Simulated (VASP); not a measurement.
# Y4Si7Pd8 (a cell with a defect) in VASP: single point with PBEsol

Aim: the single point of Y4Si7Pd8 (a cell with a defect) with PBEsol.

All numbers are computed with VASP 6.6.1; they aren't measurements. Logs are shortened: lines on timing, memory, paths and dates and some standing lists are left out, and cuts for length are marked.

**1. The cell of the first run**

The cell holds a defect, 19 atoms: a = 8.237 Å, b = 8.237 Å, c = 5.712 Å, α = 68.87°, β = 68.87°, γ = 90.00°.

**2. Single point, PBEsol**

The input, INCAR:

```
SYSTEM = Y4Si7Pd8
PREC = Accurate
ENCUT = 520
EDIFF = 1E-7
ISMEAR = -1
SIGMA = 0.05
LREAL = Auto
LASPH = .True.
NELM = 80
ALGO = Normal
ISIF = 2
LWAVE = .False.
LCHARG = .False.
GGA = PS
NBANDS = 91
```

The input, KPOINTS:

```
Automatic mesh
0
Gamma
  2 2 3
  0 0 0
```

The input, POSCAR:

```
Y4Si7Pd8
1.0
    0.0000000000      8.2371240000      0.0000000000
    8.2371240000      0.0000000000      0.0000000000
    2.0592810000      2.0592810000     -4.9133200000
Y Pd Si
4 8 7
Direct
   -0.0000184105      0.0026133333     -0.0086080288
   -0.0011284467      0.4988370753      0.0007105175
    0.4996120517     -0.0004098005     -0.0001386028
    0.5026497145      0.4999088306     -0.0086088429
    0.3729792280      0.1196563450      0.5065495429
    0.1272754201      0.3789399574      0.4940319377
    0.3757786192      0.6260868579      0.5009048871
    0.1261309895      0.8757323067      0.5007652667
    0.8742689291      0.1240382661      0.4967400861
    0.6240511095      0.3742709678      0.4968125422
    0.8790076265      0.6272351632      0.4939297664
    0.6196590389      0.8729183075      0.5066028673
    0.1905820588      0.1899374163      0.2369477258
    0.3085329117      0.3114338029      0.7604562699
    0.2996947595      0.7996710862     -0.2153576400
    0.6914577274      0.1914629476      0.2276304006
    0.8117135501      0.3116705739      0.7565829215
    0.6899656564      0.6905351513      0.2369794762
    0.8114606300      0.8084940606      0.7604373418
```

Potentials or basis: VASP PAW PBE potentials, release 64 (Y_sv, Pd, Si).

Command:

```
$ cat potpaw_PBE.64/Y_sv/POTCAR potpaw_PBE.64/Pd/POTCAR potpaw_PBE.64/Si/POTCAR > POTCAR
$ mpirun -np 1 vasp_std > vasp.out
```

OUTCAR:

```text
SYSTEM = Y4Si7Pd8
   PREC = Accurate
   ENCUT = 520
   EDIFF = 1E-7
   ISMEAR = -1
   LREAL = Auto
   LASPH = .True.
   NELM = 80
   ISIF = 2
   GGA = PS

 ion  position               nearest neighbor table
   1  1.000  0.003  0.991-  15 3.10  19 3.12  17 3.12  16 3.12  14 3.14  18 3.15  13 3.16   5 3.16
                             8 3.17   9 3.18   6 3.21  11 3.21   9 3.21   8 3.26  12 3.27  13 3.71
   2  0.999  0.499  0.001-  15 3.06  16 3.13  14 3.13  19 3.13  17 3.13  13 3.14  18 3.14  11 3.19
                             6 3.19   9 3.19  10 3.20   6 3.21  11 3.21   7 3.22   8 3.22  17 3.71
   3  0.500  1.000  1.000-  16 3.11  13 3.13  18 3.13  15 3.14  14 3.16  19 3.16  17 3.16  12 3.18
                             5 3.18   8 3.20   7 3.20  10 3.21   9 3.21   5 3.21  12 3.21   4 4.10
   4  0.503  0.500  0.991-  15 3.10  14 3.12  17 3.12  16 3.12  19 3.14  13 3.15  18 3.16  12 3.16
                             7 3.17  10 3.18  11 3.21   6 3.21  10 3.21   7 3.26   5 3.27  18 3.71
   5  0.373  0.120  0.507-  14 2.44  13 2.45  16 2.47  15 2.47  12 2.87   8 2.88  10 2.92   6 2.94
                             1 3.16   3 3.18   3 3.21   4 3.27
   6  0.127  0.379  0.494-  14 2.43  17 2.43  13 2.44  11 2.89   7 2.91   5 2.94   9 2.95   2 3.19
                             1 3.21   2 3.21   4 3.21
   7  0.376  0.626  0.501-  14 2.42  18 2.42  15 2.45  12 2.87   6 2.91   8 2.91  10 2.91   4 3.17
                             3 3.20   2 3.22   4 3.26
   8  0.126  0.876  0.501-  19 2.42  13 2.42  15 2.45   5 2.88  11 2.91   7 2.91   9 2.91   1 3.17
                             3 3.20   2 3.22   1 3.26
   9  0.874  0.124  0.497-  19 2.43  13 2.43  17 2.44  16 2.45   8 2.91  10 2.91  12 2.92   6 2.95
[... 13 lines left out ...]
  16  0.691  0.191  0.228-  17 2.31   9 2.45  10 2.45   5 2.47  12 2.47   3 3.11   4 3.12   1 3.12
                             2 3.13
  17  0.812  0.312  0.757-  16 2.31   6 2.43  11 2.43  10 2.44   9 2.44   4 3.12   1 3.12   2 3.13
                             3 3.16   2 3.71
  18  0.690  0.691  0.237-  19 2.34   7 2.42  10 2.43  11 2.44  12 2.45   3 3.13   2 3.14   1 3.15
                             4 3.16   4 3.71
  19  0.811  0.808  0.760-  18 2.34   8 2.42  11 2.43   9 2.43  12 2.44   1 3.12   2 3.13   4 3.14
                             3 3.16

  LATTYP: Found a base centered monoclinic cell.
 ALAT       =    11.4231326520
 B/A-ratio  =     1.0197773965
 C/A-ratio  =     0.5000000000
 COS(beta)  =    -0.4800270308

  Lattice vectors:

 A1 = (  -2.0592810000,   6.1778430000,   4.9133200000)
 A2 = (   6.1778430000,  -2.0592810000,   4.9133200000)
 A3 = (   2.0592810000,   2.0592810000,  -4.9133200000)

Analysis of symmetry for initial positions (statically):
=====================================================================
 Subroutine PRICEL returns:
 Original cell was already a primitive cell.

 Routine SETGRP: Setting up the symmetry group for a
 base centered monoclinic supercell.

 Subroutine GETGRP returns: Found  1 space group operations
 (whereof  1 operations were pure point group operations)
 out of a pool of  4 trial point group operations.

The static configuration has the point symmetry C_1 .

Analysis of symmetry for dynamics (positions and initial velocities):
=====================================================================
 Subroutine PRICEL returns:
 Original cell was already a primitive cell.

 Routine SETGRP: Setting up the symmetry group for a
 base centered monoclinic supercell.

 Subroutine GETGRP returns: Found  1 space group operations
 (whereof  1 operations were pure point group operations)
 out of a pool of  4 trial point group operations.

The dynamic configuration has the point symmetry C_1 .

 Subroutine INISYM returns: Found  1 space group operations
 (whereof  1 operations are pure point group operations),
 and found     1 'primitive' translations

----------------------------------------------------------------------------------------

                                     Primitive cell

  volume of cell :     333.3698

  direct lattice vectors                    reciprocal lattice vectors
     0.000000000  8.237124000  0.000000000     0.000000000  0.121401596  0.050882092
     8.237124000  0.000000000  0.000000000     0.121401596  0.000000000  0.050882092
     2.059281000  2.059281000 -4.913320000     0.000000000  0.000000000 -0.203528368

[... 47 lines left out ...]

 KPOINTS: Automatic mesh

Automatic generation of k-mesh.
 Grid dimensions read from file:
 generate k-points for:    2    2    3

 Generating k-lattice:

  Cartesian coordinates                     Fractional coordinates (reciprocal lattice)
     0.000000000  0.060700798  0.025441046     0.500000000  0.000000000 -0.000000000
     0.060700798  0.000000000  0.025441046     0.000000000  0.500000000 -0.000000000
     0.000000000  0.000000000 -0.067842789     0.000000000  0.000000000  0.333333333

  Length of vectors
     0.065816667  0.065816667  0.067842789

  Shift w.r.t. Gamma in fractional coordinates (k-lattice)
     0.000000000  0.000000000  0.000000000

 Subroutine IBZKPT returns following result:
 ===========================================

 Found      8 irreducible k-points:

 Following reciprocal coordinates:
            Coordinates               Weight
  0.000000  0.000000  0.000000      1.000000
  0.500000  0.000000  0.000000      1.000000
  0.000000  0.500000  0.000000      1.000000
  0.500000  0.500000  0.000000      1.000000
  0.000000  0.000000  0.333333      2.000000
  0.500000  0.000000  0.333333      2.000000
  0.000000  0.500000 -0.333333      2.000000
  0.500000  0.500000  0.333333      2.000000
   k-points           NKPTS =      8   k-points in BZ     NKDIM =      8   number of bands    NBANDS=     91
   number of dos      NEDOS =    301   number of ions     NIONS =     19
   total plane-waves  NPLWV = 172032
   dimension x,y,z NGX =    64 NGY =   64 NGZ =   42
   dimension x,y,z NGXF=   128 NGYF=  128 NGZF=   84
   ions per type =               4   8   7
   NGX,Y,Z   is equivalent  to a cutoff of  12.92, 12.92, 12.22 a.u.
   NGXF,Y,Z  is equivalent  to a cutoff of  25.83, 25.83, 24.45 a.u.
 SYSTEM =  Y4Si7Pd8
   PREC   = accura    normal or accurate (medium, high low for compatibility)
   ISTART =      0    job   : 0-new  1-cont  2-samecut
   ICHARG =      2    charge: 1-file 2-atom 10-const
   ISPIN  =      1    spin polarized calculation?
   LNONCOLLINEAR =      F non collinear calculations
   LSORBIT =      F    spin-orbit coupling
   LASPH  =      T    aspherical Exc in radial PAW
   ENCUT  =  520.0 eV  38.22 Ry    6.18 a.u.  15.32 15.32 10.62*2*pi/ulx,y,z
   NELM   =     80;   NELMIN=  2; NELMDL= -5     # of ELM steps
   EDIFF  = 0.1E-06   stopping-criterion for ELM
   LREAL  =      T    real-space projection
   EDIFFG = 0.1E-05   stopping-criterion for IOM
   NSW    =      0    number of steps for IOM
   IBRION =     -1    ionic relax: 0-MD 1-quasi-New 2-CG
   NFREE  =      0    steps in history (QN), initial steepest desc. (CG)
   ISIF   =      2    stress and relaxation
   ISYM   =      2    0-nonsym 1-usesym 2-fastsym
   POTIM  = 0.5000    time-step for ionic-motion
   TEBEG  =    0.0;   TEEND  =   0.0 temperature during run
   PSTRESS=    0.0 pullay stress
   NELECT =     152.0000    total number of electrons
   NUPDOWN=      -1.0000    fix difference up-down
   EMIN   =  10.00;   EMAX   =-10.00  energy-range for DOS
   EFERMI =   0.00;   METHOD = LEGACY
   ISMEAR =    -1;   SIGMA  =   0.05  broadening in eV -4-tet -1-fermi 0-gaus
   EFERMI_NEDOS =   21; number of points for ismear=-14 and -15
   IALGO  =     38    algorithm
   IMIX   =      4    mixing-type and parameters
     AMIX     =   0.40;   BMIX     =  1.00
     AMIX_MAG =   1.60;   BMIX_MAG =  1.00
  volume/ion in A,a.u.               =      17.55       118.40
  Fermi-wavevector in a.u.,A,eV,Ry     =   1.260029  2.381110 21.601610  1.587674
  Thomas-Fermi vector in A             =   2.393559
   LORBIT       =      0    0 simple, 1 ext, 2 COOP (PROOUT), +10 PAW based schemes
   GGA     = PS    functional components
   LHFCALC =     F    Hartree Fock is set to
   AEXX    =    0.0000 exact exchange contribution
   IVDW    =     0    specifies the selected vdW correction
   LEPSILON=     F    determine dielectric tensor
   LRPA    =     F    only Hartree local field effects (RPA)
 non-spin polarized calculation
  energy-cutoff  :      520.00
  volume of cell :      333.37
 maximum number of plane-waves:      9018
 NGX is ok and might be reduce to    64
   NGX = 31   NGY = 31   NGZ = 21

 number of electron     151.9999995 magnetization

 Free energy of the ion-electron system (eV)
  ---------------------------------------------------
  ext. energy  EPLUGINS =         0.00000000
  ---------------------------------------------------
  free energy    TOTEN  =      -132.89074491 eV

  energy without entropy =     -132.79741872  energy(sigma->0) =     -132.84408182

 E-fermi :   7.7703     XC(G=0): -11.5512

 val. band max:        7.7408015295   @ k =   0.5000   0.5000   0.3333
 cond. band min:       7.8126073695   @ k =   0.0000   0.0000   0.0000
 fundamental gap:      0.0718058400
 Fermi energy:         7.7703443232

 k-point     1 :       0.0000    0.0000    0.0000
  band No.  band energies     occupation
      1     -34.7173      2.00000
      2     -34.7166      2.00000
      3     -34.7000      2.00000
      4     -34.6149      2.00000
      5     -14.8030      2.00000
      6     -14.7918      2.00000
[... 717 lines left out ...]
     87      10.5852      0.00000
     88      10.7493      0.00000
 [bands above 88 left out]

------------------------ aborting loop because EDIFF is reached ----------------------------------------

  FORCE on cell =-STRESS in cart. coord.  units (eV):
  Direction    XX          YY          ZZ          XY          YZ          ZX
  --------------------------------------------------------------------------------------
  -------------------------------------------------------------------------------------
  Total       -7.2084995     -7.2030384     -3.7487644     -0.0052887      0.2808542      0.2833304
  in kB      -34.6440933    -34.6178470    -18.0165848     -0.0254175      1.3497871      1.3616878
  external PRESSURE =     -29.0928417 kB  Pullay stress =       0.0000000 kB

 VOLUME and BASIS-vectors are now :
 -----------------------------------------------------------------------------
  energy-cutoff  :      520.00
  volume of cell :      333.37
      direct lattice vectors                 reciprocal lattice vectors
     0.000000000  8.237124000  0.000000000     0.000000000  0.121401596  0.050882092
     8.237124000  0.000000000  0.000000000     0.121401596  0.000000000  0.050882092
     2.059281000  2.059281000 -4.913320000     0.000000000  0.000000000 -0.203528368

 POSITION                                       TOTAL-FORCE (eV/Angst)
 -----------------------------------------------------------------------------------
      2.06308     10.27853     -4.87103        -0.002830     -0.003162      0.003615
      4.11045      8.22929     -0.00349         0.000414      0.000050      0.002620
     10.29274      6.17436     -4.91264         0.000512      0.001334     -0.001019
      6.15936      6.18194     -4.87102        -0.001141     -0.002131      0.002963
      2.02875      4.11540     -2.48884        -0.006666      0.003475     -0.003686
      4.13873      2.06573     -2.42734         0.007840     -0.003776      0.003022
[... 11 lines left out ...]
      6.17603      6.17134     -1.16436         0.004039      0.001943      0.014809
      8.22562      8.25006     -3.73627        -0.000674      0.000799     -0.014216
 -----------------------------------------------------------------------------------
    total drift:                               -0.001207     -0.001746      0.007104

  FREE ENERGIE OF THE ION-ELECTRON SYSTEM (eV)
  ---------------------------------------------------
  free  energy   TOTEN  =      -132.8907449118 eV

  energy  without entropy=     -132.7974187243  energy(sigma->0) =     -132.84408182
```

It took 16 min on 1 thread of Intel Xeon Platinum 8375C at 2.90GHz (Ice Lake), shared host; peak memory 0.51 GiB.

What came out:

```yaml
Free_energy: -132.8907 eV
Pressure: -2.9 GPa
Largest_force: 0.019 eV/Å
Band_gap_on_the_k_mesh: zero (bands 76 and 77 overlap by 0.53 eV)
```

Forces in eV/Å, atoms in the order of the input:
```
Y   -0.003 -0.003  0.004
Y    0.000  0.000  0.003
Y    0.001  0.001 -0.001
Y   -0.001 -0.002  0.003
Pd  -0.007  0.003 -0.004
Pd   0.008 -0.004  0.003
Pd  -0.001 -0.010  0.003
Pd  -0.008  0.000  0.000
Pd  -0.002  0.000  0.004
Pd  -0.003 -0.001  0.006
Pd  -0.002  0.009  0.001
Pd   0.005 -0.005 -0.002
Si   0.002  0.002  0.011
Si  -0.001 -0.001 -0.014
Si   0.007  0.005 -0.015
Si  -0.001  0.000  0.015
Si   0.001  0.001 -0.019
Si   0.004  0.002  0.015
Si  -0.001  0.001 -0.014
```

Levels at points of the mesh, in eV from the Fermi level:
```csv
k point,band 74,band 75,band 76,band 77,band 78,band 79
"(0.00, 0.00, 0.00)",-0.76,-0.59,-0.37,-0.36,0.04,0.08
"(0.50, 0.00, 0.00)",-0.69,-0.22,-0.15,-0.08,0.19,0.36
"(0.00, 0.50, 0.00)",-0.69,-0.22,-0.15,-0.08,0.19,0.36
"(0.50, 0.50, 0.00)",-0.49,-0.49,-0.32,-0.19,-0.10,-0.08
```

Caveat: the k points lie up to 0.43 Å⁻¹ apart, too coarse for converged energies and pressures of a metal; the PAW data sets were made with another functional, which shifts forces and pressure a little.

The gap in the log of VASP goes by the Fermi energy; the results here count the filled bands.